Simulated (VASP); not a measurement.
Ge3H4, 21 atoms in the cell. The cell holds a wire or tube with vacuum around it, 21 atoms: a = 16.500 Å, b = 16.800 Å, c = 5.761 Å, α = 90.00°, β = 90.00°, γ = 90.00°. 

```yaml
Program: VASP 6.6.1
Task: single point
Functional: PBE
Potentials_or_basis: VASP PAW PBE potentials, release 64 (Ge_d, H)
Cutoff: 520 eV
k_mesh: 1 × 1 × 10
Occupations: gaussian, width 0.05 eV
Spin: no spin polarisation
Dipole_correction: no
Further_INCAR_settings: LREAL = Auto; ALGO = Normal; EDIFF = 1e-07; NBANDS = 85
```

Potentials or basis: VASP PAW PBE potentials, release 64 (Ge_d, H).

Launch:

```console
$ cat potpaw_PBE.64/Ge_d/POTCAR potpaw_PBE.64/H/POTCAR > POTCAR
$ mpirun -np 1 vasp_std > vasp.out
```

Hardware: 1 thread of Oxide Virtual Turin-like Processor (shared host).

**Question.** Estimate the wall time of this run.

**Answer.** Wall time 41 min on 1 thread of Oxide Virtual Turin-like Processor, on a shared host, peak memory 1.6 GiB. Counts: scf iterations 29, k points 6.
